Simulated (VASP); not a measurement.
# Sb (Pm-3m) in VASP: further runs

Sb is run at these levels: PBEsol; tasks: single point.

Everything below comes from runs of VASP 6.6.1. Logs are shortened: lines on timing, memory, paths and dates and some standing lists are left out, and cuts for length are marked.

## (1) The cell of the first run

Symmetry: Pm-3m, No. 221, cubic system. The conventional cell has a = 3.045 Å, b = 3.045 Å, c = 3.045 Å, α = 90.00°, β = 90.00°, γ = 90.00°. Within 4.0 Å of Sb (site symmetry m-3m) lie 6 Sb at 3.05 Å.

## (2) Single point, PBEsol

INCAR reads:

```
SYSTEM = Sb
PREC = Accurate
ENCUT = 520
EDIFF = 1E-6
ISMEAR = 0
SIGMA = 0.1
LREAL = .False.
LASPH = .True.
NELM = 80
ALGO = Normal
ISIF = 2
LWAVE = .False.
LCHARG = .False.
GGA = PS
NBANDS = 8
```

KPOINTS reads:

```
Automatic mesh
0
Gamma
  14 14 14
  0 0 0
```

POSCAR reads:

```
Sb
1.0
    3.0453545851      0.0000000000      0.0000000000
    0.0000000000      3.0453545851      0.0000000000
    0.0000000000      0.0000000000      3.0453545851
Sb
1
Direct
    0.0000000000      0.0000000000      0.0000000000
```

Potentials or basis: VASP PAW PBE potentials, release 64 (Sb).

The run is started by

```
$ cat potpaw_PBE.64/Sb/POTCAR > POTCAR
$ mpirun -np 1 vasp_std > vasp.out
```

OUTCAR:

```text
SYSTEM = Sb
   PREC = Accurate
   ENCUT = 520
   EDIFF = 1E-6
   ISMEAR = 0
   LREAL = .False.
   LASPH = .True.
   NELM = 80
   ISIF = 2
   GGA = PS

 ion  position               nearest neighbor table
   1  0.000  0.000  0.000-

  LATTYP: Found a simple cubic cell.
 ALAT       =     3.0453545851

  Lattice vectors:

 A1 = (   3.0453545851,   0.0000000000,   0.0000000000)
 A2 = (   0.0000000000,   3.0453545851,   0.0000000000)
 A3 = (   0.0000000000,   0.0000000000,   3.0453545851)

Analysis of symmetry for initial positions (statically):
=====================================================================
 Subroutine PRICEL returns:
 Original cell was already a primitive cell.

 Routine SETGRP: Setting up the symmetry group for a
 simple cubic supercell.

 Subroutine GETGRP returns: Found 48 space group operations
 (whereof 48 operations were pure point group operations)
 out of a pool of 48 trial point group operations.

The static configuration has the point symmetry O_h .

Analysis of symmetry for dynamics (positions and initial velocities):
=====================================================================
 Subroutine PRICEL returns:
 Original cell was already a primitive cell.

 Routine SETGRP: Setting up the symmetry group for a
 simple cubic supercell.

 Subroutine GETGRP returns: Found 48 space group operations
 (whereof 48 operations were pure point group operations)
 out of a pool of 48 trial point group operations.

The dynamic configuration has the point symmetry O_h .

 Subroutine INISYM returns: Found 48 space group operations
 (whereof 48 operations are pure point group operations),
 and found     1 'primitive' translations

----------------------------------------------------------------------------------------

                                     Primitive cell

  volume of cell :      28.2432

  direct lattice vectors                    reciprocal lattice vectors
     3.045354585  0.000000000  0.000000000     0.328368987  0.000000000  0.000000000
     0.000000000  3.045354585  0.000000000     0.000000000  0.328368987  0.000000000
     0.000000000  0.000000000  3.045354585     0.000000000  0.000000000  0.328368987

  length of vectors
     3.045354585  3.045354585  3.045354585     0.328368987  0.328368987  0.328368987

  position of ions in fractional coordinates (direct lattice)
     0.000000000  0.000000000  0.000000000

  ion indices of the primitive-cell ions
   primitive index   ion index
                 1           1

----------------------------------------------------------------------------------------

 KPOINTS: Automatic mesh

Automatic generation of k-mesh.
 Grid dimensions read from file:
 generate k-points for:   14   14   14

 Generating k-lattice:

  Cartesian coordinates                     Fractional coordinates (reciprocal lattice)
     0.023454928  0.000000000  0.000000000     0.071428571  0.000000000  0.000000000
     0.000000000  0.023454928  0.000000000     0.000000000  0.071428571  0.000000000
     0.000000000  0.000000000  0.023454928     0.000000000  0.000000000  0.071428571

  Length of vectors
     0.023454928  0.023454928  0.023454928

  Shift w.r.t. Gamma in fractional coordinates (k-lattice)
     0.000000000  0.000000000  0.000000000

 Subroutine IBZKPT returns following result:
 ===========================================

 Found    120 irreducible k-points:

 Following reciprocal coordinates:
            Coordinates               Weight
  0.000000  0.000000  0.000000      1.000000
  0.071429  0.000000  0.000000      6.000000
  0.142857  0.000000  0.000000      6.000000
  0.214286  0.000000  0.000000      6.000000
  0.285714  0.000000  0.000000      6.000000
  0.357143  0.000000  0.000000      6.000000
[... 16 lines left out ...]
  0.285714  0.214286  0.000000     24.000000
  0.357143  0.214286  0.000000     24.000000
 [... further k-points ...]
   k-points           NKPTS =    120   k-points in BZ     NKDIM =    120   number of bands    NBANDS=      8
   number of dos      NEDOS =    301   number of ions     NIONS =      1
   total plane-waves  NPLWV =  13824
   dimension x,y,z NGX =    24 NGY =   24 NGZ =   24
   dimension x,y,z NGXF=    48 NGYF=   48 NGZF=   48
   ions per type =               1
   NGX,Y,Z   is equivalent  to a cutoff of  13.10, 13.10, 13.10 a.u.
   NGXF,Y,Z  is equivalent  to a cutoff of  26.20, 26.20, 26.20 a.u.
 SYSTEM =  Sb
   PREC   = accura    normal or accurate (medium, high low for compatibility)
   ISTART =      0    job   : 0-new  1-cont  2-samecut
   ICHARG =      2    charge: 1-file 2-atom 10-const
   ISPIN  =      1    spin polarized calculation?
   LNONCOLLINEAR =      F non collinear calculations
   LSORBIT =      F    spin-orbit coupling
   LASPH  =      T    aspherical Exc in radial PAW
   ENCUT  =  520.0 eV  38.22 Ry    6.18 a.u.   5.66  5.66  5.66*2*pi/ulx,y,z
   NELM   =     80;   NELMIN=  2; NELMDL= -5     # of ELM steps
   EDIFF  = 0.1E-05   stopping-criterion for ELM
   LREAL  =      F    real-space projection
   EDIFFG = 0.1E-04   stopping-criterion for IOM
   NSW    =      0    number of steps for IOM
   IBRION =     -1    ionic relax: 0-MD 1-quasi-New 2-CG
   NFREE  =      0    steps in history (QN), initial steepest desc. (CG)
   ISIF   =      2    stress and relaxation
   ISYM   =      2    0-nonsym 1-usesym 2-fastsym
   POTIM  = 0.5000    time-step for ionic-motion
   TEBEG  =    0.0;   TEEND  =   0.0 temperature during run
   PSTRESS=    0.0 pullay stress
   NELECT =       5.0000    total number of electrons
   NUPDOWN=      -1.0000    fix difference up-down
   EMIN   =  10.00;   EMAX   =-10.00  energy-range for DOS
   EFERMI =   0.00;   METHOD = LEGACY
   ISMEAR =     0;   SIGMA  =   0.10  broadening in eV -4-tet -1-fermi 0-gaus
   EFERMI_NEDOS =   21; number of points for ismear=-14 and -15
   IALGO  =     38    algorithm
   IMIX   =      4    mixing-type and parameters
     AMIX     =   0.40;   BMIX     =  1.00
     AMIX_MAG =   1.60;   BMIX_MAG =  1.00
  volume/ion in A,a.u.               =      28.24       190.59
  Fermi-wavevector in a.u.,A,eV,Ry     =   0.919236  1.737104 11.496849  0.844995
  Thomas-Fermi vector in A             =   2.044407
   LORBIT       =      0    0 simple, 1 ext, 2 COOP (PROOUT), +10 PAW based schemes
   GGA     = PS    functional components
   LHFCALC =     F    Hartree Fock is set to
   AEXX    =    0.0000 exact exchange contribution
   IVDW    =     0    specifies the selected vdW correction
   LEPSILON=     F    determine dielectric tensor
   LRPA    =     F    only Hartree local field effects (RPA)
 non-spin polarized calculation
 Gauss-broadening in eV      SIGMA  =   0.10
  energy-cutoff  :      520.00
  volume of cell :       28.24
 maximum number of plane-waves:       780
 NGX is ok and might be reduce to    24
   NGX = 11   NGY = 11   NGZ = 11

 number of electron       4.9999999 magnetization

 Free energy of the ion-electron system (eV)
  ---------------------------------------------------
  ext. energy  EPLUGINS =         0.00000000
  ---------------------------------------------------
  free energy    TOTEN  =        -4.53555188 eV

  energy without entropy =       -4.53187054  energy(sigma->0) =       -4.53371121

 E-fermi :   7.6398     XC(G=0):  -9.9848

 val. band max:        7.6186837298   @ k =   0.2857   0.2143   0.0000
 cond. band min:       7.6833453332   @ k =   0.5000   0.2857   0.2143
 fundamental gap:      0.0646616034
 Fermi energy:         7.6397941995

 k-point     1 :       0.0000    0.0000    0.0000
  band No.  band energies     occupation
      1      -5.1430      2.00000
      2      11.0917      0.00000
      3      11.0917      0.00000
      4      11.0917      0.00000
      5      14.7001      0.00000
      6      14.7001      0.00000
      7      16.1686      0.00000
      8      25.7352      0.00000

 k-point     2 :       0.0714    0.0000    0.0000
  band No.  band energies     occupation
      1      -5.0646      2.00000
      2      10.0808      0.00000
      3      11.1704      0.00000
      4      11.1704      0.00000
      5      14.7605      0.00000
      6      15.3170      0.00000
      7      16.7236      0.00000
      8      25.0242      0.00000

 k-point     3 :       0.1429    0.0000    0.0000
  band No.  band energies     occupation
      1      -4.8312      2.00000
      2       8.2757      0.00000
      3      11.4011      0.00000
      4      11.4011      0.00000
      5      14.9411      0.00000
      6      15.7899      0.00000
      7      18.5268      0.00000
      8      23.8135      0.00000

 k-point     4 :       0.2143    0.0000    0.0000
  band No.  band energies     occupation
      1      -4.4495      2.00000
      2       6.4320      2.00000
      3      11.7654      0.00000
      4      11.7654      0.00000
      5      15.2392      0.00000
      6      16.1712      0.00000
      7      20.7034      0.00000
      8      22.5522      0.00000

 k-point     5 :       0.2857    0.0000    0.0000
  band No.  band energies     occupation
      1      -3.9371      2.00000
      2       4.7239      2.00000
      3      12.2269      0.00000
      4      12.2269      0.00000
      5      15.6471      0.00000
      6      16.6427      0.00000
      7      21.3577      0.00000
      8      21.3577      0.00000

 k-point     6 :       0.3571    0.0000    0.0000
  band No.  band energies     occupation
      1      -3.3385      2.00000
      2       3.2481      2.00000
      3      12.7187      0.00000
      4      12.7187      0.00000
      5      16.1427      0.00000
      6      17.2300      0.00000
      7      20.3274      0.00000
      8      20.3274      0.00000

 k-point     7 :       0.4286    0.0000    0.0000
  band No.  band energies     occupation
      1      -2.7731      2.00000
      2       2.1483      2.00000
      3      13.1250      0.00000
      4      13.1250      0.00000
      5      16.6508      0.00000
      6      17.9044      0.00000
      7      19.5928      0.00000
      8      19.5929      0.00000

 k-point     8 :       0.5000    0.0000    0.0000
  band No.  band energies     occupation
      1      -2.5120      2.00000
      2       1.7078      2.00000
      3      13.2893      0.00000
      4      13.2893      0.00000
      5      16.9152      0.00000
      6      18.3584      0.00000
      7      19.1905      0.00000
      8      19.3183      0.00000

 k-point     9 :       0.0714    0.0714    0.0000
  band No.  band energies     occupation
      1      -4.9862      2.00000
      2      10.0803      0.00000
      3      10.2399      0.00000
      4      11.2492      0.00000
      5      15.0724      0.00000
      6      15.9177      0.00000
      7      17.0352      0.00000
      8      24.0889      0.00000

 k-point    10 :       0.1429    0.0714    0.0000
  band No.  band energies     occupation
      1      -4.7527      2.00000
      2       8.3488      0.00000
      3      10.3963      0.00000
      4      11.4801      0.00000
      5      15.3056      0.00000
      6      16.5499      0.00000
      7      18.5963      0.00000
      8      22.6859      0.00000
[... 78 lines left out ...]
 k-point    18 :       0.2857    0.1429    0.0000
  band No.  band energies     occupation
      1      -3.6243      2.00000
      2       5.0216      2.00000
      3       9.4420      0.00000
      4      12.5413      0.00000
      5      16.2916      0.00000
      6      17.6398      0.00000
      7      19.6861      0.00000
      8      21.5804      0.00000

 k-point    19 :       0.3571    0.1429    0.0000
  band No.  band energies     occupation
      1      -3.0246      2.00000
      2       3.5464      2.00000
      3       9.9747      0.00000
      4      13.0360      0.00000
      5      16.2744      0.00000
      6      17.1066      0.00000
      7      19.9028      0.00000
      8      20.5558      0.00000

 k-point    20 :       0.4286    0.1429    0.0000
  band No.  band energies     occupation
      1      -2.4573      2.00000
      2       2.4454      2.00000
      3      10.4475      0.00000
      4      13.4455      0.00000
      5      15.5337      0.00000
      6      17.6293      0.00000
      7      19.5516      0.00000
      8      19.8230      0.00000

 k-point    21 :       0.5000    0.1429    0.0000
  band No.  band energies     occupation
      1      -2.1950      2.00000
      2       2.0037      2.00000
      3      10.6518      0.00000
      4      13.6113      0.00000
      5      15.2119      0.00000
      6      18.0513      0.00000
      7      19.0982      0.00000
      8      19.5486      0.00000

 k-point    22 :       0.2143    0.2143    0.0000
  band No.  band energies     occupation
      1      -3.7549      2.00000
      2       6.8767      2.00000
      3       7.3419      1.99997
      4      12.4452      0.00000
      5      16.1601      0.00000
      6      17.6458      0.00000
      7      20.7117      0.00000
      8      21.8672      0.00000

 k-point    23 :       0.2857    0.2143    0.0000
  band No.  band energies     occupation
      1      -3.2409      2.00000
      2       5.3700      2.00000
      3       7.6187      1.23471
      4      12.9115      0.00000
      5      15.8715      0.00000
      6      16.9615      0.00000
      7      21.3792      0.00000
      8      21.8497      0.00000

 k-point    24 :       0.3571    0.2143    0.0000
  band No.  band energies     occupation
      1      -2.6391      2.00000
      2       3.9020      2.00000
      3       8.1439      0.00000
      4      13.4093      0.00000
      5      14.7653      0.00000
      6      17.3920      0.00000
      7      20.8337      0.00000
      8      20.9583      0.00000

 [... further k-points ...]

------------------------ aborting loop because EDIFF is reached ----------------------------------------

  FORCE on cell =-STRESS in cart. coord.  units (eV):
  Direction    XX          YY          ZZ          XY          YZ          ZX
  --------------------------------------------------------------------------------------
  -------------------------------------------------------------------------------------
  Total        0.2013381      0.2013381      0.2013381     -0.0000000     -0.0000000     -0.0000000
  in kB       11.4214924     11.4214924     11.4214924     -0.0000000     -0.0000000     -0.0000000
  external PRESSURE =      11.4214924 kB  Pullay stress =       0.0000000 kB

 VOLUME and BASIS-vectors are now :
 -----------------------------------------------------------------------------
  energy-cutoff  :      520.00
  volume of cell :       28.24
      direct lattice vectors                 reciprocal lattice vectors
     3.045354585  0.000000000  0.000000000     0.328368987  0.000000000  0.000000000
     0.000000000  3.045354585  0.000000000     0.000000000  0.328368987  0.000000000
     0.000000000  0.000000000  3.045354585     0.000000000  0.000000000  0.328368987

 POSITION                                       TOTAL-FORCE (eV/Angst)
 -----------------------------------------------------------------------------------
      0.00000      0.00000      0.00000         0.000000      0.000000      0.000000
 -----------------------------------------------------------------------------------
    total drift:                                0.000000      0.000000      0.000000

  FREE ENERGIE OF THE ION-ELECTRON SYSTEM (eV)
  ---------------------------------------------------
  free  energy   TOTEN  =        -4.5355518838 eV

  energy  without entropy=       -4.5318705384  energy(sigma->0) =       -4.53371121
```

Run time: 23 s. Hardware: 1 thread of Intel Xeon 8259CL, shared host; peak memory 0.15 GiB.

What came out:

- Free energy: -4.5356 eV
- Pressure: 1.1 GPa

Caveat: the PAW data sets were made with another functional, which shifts forces and pressure a little; spin-orbit coupling is left out, which moves the levels of the heavy elements.

## (3) Single point, PBEsol

This run uses another cell than the first one, of 29.19 Å³/atom, 1.033 times its volume.

INCAR reads:

```
SYSTEM = Sb
  PREC = Accurate
  ENCUT = 520
  EDIFF = 1E-6
  ISMEAR = 0
  SIGMA = 0.1
  LREAL = .False.
  LASPH = .True.
  NELM = 60
  ALGO = Normal
  ISIF = 2
  LWAVE = .False.
  LCHARG = .False.
  GGA = PS
  NBANDS = 8
```

KPOINTS reads:

```
regular mesh
0
Gamma
  14 14 14
  0 0 0
```

POSCAR reads:

```
Sb
1.0
    3.0789840945      0.0000000000      0.0000000000
    0.0000000000      3.0789840945      0.0000000000
    0.0000000000      0.0000000000      3.0789840945
Sb
1
Direct
    0.0000000000      0.0000000000      0.0000000000
```

Potentials or basis: VASP PAW PBE potentials, release 64 (Sb).

The run is started by

```
$ cat potpaw_PBE.64/Sb/POTCAR > POTCAR
$ mpirun -np 1 vasp_std > vasp.out
```

It took 22 s on 1 thread of Intel Xeon 8259CL, shared host; peak memory 0.15 GiB.

It converged, with:

```yaml
Free_energy: -4.5361 eV
Pressure: -0.9 GPa
```

Levels at points of the mesh, in eV from the Fermi level:
```
           k point  band 1  band 2  band 3  band 4  band 5  band 6  band 7
(0.00, 0.00, 0.00)  -12.51    3.38    3.38    3.38    7.03    7.03    8.33
(0.50, 0.00, 0.00)  -10.00   -5.69    5.46    5.46    9.19   10.64   11.55
(0.50, 0.50, 0.00)   -7.34   -3.57   -3.57    2.10    7.59   13.14   13.37
(0.50, 0.50, 0.50)   -4.36   -1.59   -1.59   -1.59    4.84    4.84    4.84
```

Caveat: the PAW data sets were made with another functional, which shifts forces and pressure a little; spin-orbit coupling is left out, which moves the levels of the heavy elements.
